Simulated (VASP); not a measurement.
A run of VASP 6.6.1:

INCAR

```
PREC     = Accurate       # precision mode
ENCUT    = 520            # plane-wave cutoff, eV
EDIFF    = 1E-6           # SCF threshold, eV
ISMEAR   = -1             # smearing method
SIGMA    = 0.02           # smearing width, eV
LREAL    = F              # projectors in reciprocal space
LASPH    = T              # aspherical terms in the spheres
NELM     = 100            # most SCF steps
ALGO     = Normal         # electronic algorithm
ISIF     = 2              # what is computed and relaxed
LWAVE    = F              # write WAVECAR
LCHARG   = F              # write CHGCAR
GGA      = PE             # functional
NBANDS   = 11             # bands
```

KPOINTS

```
Automatic mesh
0
Gamma
  10 10 10
```

The input POSCAR:

```
MgO
1.0
    0.0000000000      2.1334903292      2.1021680256
    2.1021680256      0.0000000000      2.1021680256
    2.1021680256      2.1334903292      0.0000000000
Mg O
1 1
Direct
    0.0000000000      0.0000000000      0.0000000000
    0.5000000000      0.5000000000      0.5000000000
```

Potentials or basis: VASP PAW PBE potentials, release 64 (Mg, O).

Launch:

```bash
$ cat potpaw_PBE.64/Mg/POTCAR potpaw_PBE.64/O/POTCAR > POTCAR
$ mpirun -np 1 vasp_std > vasp.out
```

Hardware: 1 thread of Intel(R) Xeon(R) Platinum 8259CL CPU @ 2.50GHz (Skylake/Cascade Lake), with other jobs on the host.

**Question.** Estimate the wall time of this run.

**Answer.** Run time: 12 s on 1 thread of Intel(R) Xeon(R) Platinum 8259CL CPU @ 2.50GHz (Skylake/Cascade Lake), with other jobs on the host, peak memory 0.15 GiB. Counts: scf iterations 12, k points 102.
